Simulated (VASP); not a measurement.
Crystal: SnSe2.

```
Sn Se
1.0
     3.87175    0.00000    0.00000
    -1.93587    3.35303    0.00000
     0.00000    0.00000    6.98808
Sn Se
1 2
Direct
  0.00000 0.00000 0.00000
  0.33333 0.66667 0.22815
  0.66667 0.33333 0.77185
```

Base run:

- Program: VASP 6.6.1
- Functional: r2SCAN
- Potentials or basis: VASP PAW PBE potentials, release 64 (Sn_d, Se)
- Cutoff: 520 eV
- k mesh: 12 × 12 × 4
- Occupations: gaussian, width 0.02 eV
- Spin: no spin polarisation

Its results: band gap on the k mesh 0.98 eV (least direct gap 1.36 eV); pressure -1.8 GPa; largest force 0.257 eV/Å.

Task: The run is repeated on the same cell with these changes: functional from r2SCAN to PBE; further incar settings from ALGO = Normal; EDIFF = 1e-06; NBANDS = 20 to ALGO = Normal; EDIFF = 1e-07; NBANDS = 20. What comes out?

Result: Band gap on the k mesh 0.70 eV (least direct gap 1.08 eV); pressure 0.1 GPa; largest force 0.016 eV/Å.

Caveats: spin-orbit coupling is left out, which moves the levels of the heavy elements; the PAW data sets were made with another functional, which shifts forces and pressure a little (at least some runs); semilocal functionals underestimate gaps, and a narrow one can read as zero (at least some runs); this functional lacks dispersion, which binds layers or chains, so the pressure and a relaxed spacing across them are unreliable (at least some runs).

A k mesh can miss the band edges.
